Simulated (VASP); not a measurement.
Input of a VASP 6.6.1 run:

The input INCAR:

```
SYSTEM = PbO2
PREC = Accurate
ENCUT = 600
EDIFF = 1E-6
ISMEAR = 0
SIGMA = 0.1
LREAL = .FALSE.
LASPH = .TRUE.
NELM = 120
ALGO = Normal
ISIF = 2
LWAVE = .FALSE.
LCHARG = .FALSE.
GGA = PE
NBANDS = 20
GGA_COMPAT = .FALSE.
```

The input KPOINTS:

```
Automatic mesh
0
G
  6 6 6
  0 0 0
```

File POSCAR:

```
PbO2
1.0
    0.0000000000      2.5764620980      2.5764620980
    2.5764620980      0.0000000000      2.5764620980
    2.5764620980      2.5764620980      0.0000000000
Pb O
1 2
Direct
    0.0000000000      0.0000000000      0.0000000000
    0.2500000000      0.2500000000      0.2500000000
    0.7500000000      0.7500000000      0.7500000000
```

Potentials or basis: VASP PAW PBE potentials, release 64 (Pb_d, O).

The run is started by

```bash
$ cat potpaw_PBE.64/Pb_d/POTCAR potpaw_PBE.64/O/POTCAR > POTCAR
$ mpirun -np 1 vasp_std > vasp.out
```

Question: What does it give for the pressure?

Answer: 27.7 GPa.

Question: Predict the band gap on the k mesh.

Answer: Zero (bands 13 and 14 overlap by 1.51 eV).

Caveat: the cell stands under pressure; spin-orbit coupling is left out, which moves the levels of the heavy elements.
